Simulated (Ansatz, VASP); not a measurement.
One calculation of Pd, two programs

The input INCAR:

```
SYSTEM = Pd
PREC     = Accurate       ! precision mode
ENCUT    = 520            ! plane-wave cutoff, eV
EDIFF    = 1E-6           ! SCF threshold, eV
ISMEAR   = 0              ! smearing method
SIGMA    = 0.1            ! smearing width, eV
LREAL    = .False.        ! projectors in reciprocal space
LASPH    = .True.         ! aspherical terms in the spheres
NELM     = 60             ! most SCF steps
ALGO     = Normal         ! electronic algorithm
ISIF     = 2              ! what is computed and relaxed
LWAVE    = .False.        ! write WAVECAR
LCHARG   = .True.         ! write CHGCAR
GGA      = PE             ! functional
LELF     = .True.         ! ELF
LVHAR    = .True.       
NBANDS   = 11             ! bands
```

KPOINTS

```
regular mesh
0
Gamma
  18 18 18
  0 0 0
```

The input POSCAR:

```
Pd
1.0
   -1.6192607184      1.6192607184      1.6192607184
    1.6192607184     -1.6192607184      1.6192607184
    1.6192607184      1.6192607184     -1.6192607184
Pd
1
Direct
    0.0000000000      0.0000000000      0.0000000000
```

Input for Ansatz:

```yaml
crystal:
  lattice:
    - [-1.6192607184, 1.6192607184, 1.6192607184]
    - [1.6192607184, -1.6192607184, 1.6192607184]
    - [1.6192607184, 1.6192607184, -1.6192607184]
  atoms:
    - { symbol: Pd, position: [0.0, 0.0, 0.0] }
basis:
  ecutwfc: 420
kpoints:
  mp_grid: { grid: [18, 18, 18] }
hamiltonian:
  xc: pbe
scf:
  occupations: { method: gaussian, width: 0.1 }
output:
  forces: true
  stress: true
  eigenvalues: true
```

Alike in both runs: task single point; functional PBE; k mesh 18 × 18 × 18; occupations gaussian, width 0.1 eV; no spin polarisation.

|  | VASP | Ansatz |
| --- | --- | --- |
| version | VASP 6.6.1 | Ansatz 0.2.0 |
| potentials or method | VASP PAW PBE potentials, release 64 (Pd), cutoff 520 eV | scalar-relativistic, plane waves, PAW |
| valence electrons in the cell | 10 | 18 |

|  | VASP | Ansatz | Ansatz less VASP |
| --- | --- | --- | --- |
| gap on the k mesh at the Fermi level (eV) | none | none | - |
| pressure (GPa) | -12.2 | -12.0 | +0.17 |

A gap of «none» marks a metal or a gap that the smearing closes. With one functional, cell and mesh, what is left measures potentials, basis and numerics. VASP's potentials hold 10 valence electrons a cell and Ansatz's 18, so a difference there can come from the potentials and not from the codes.
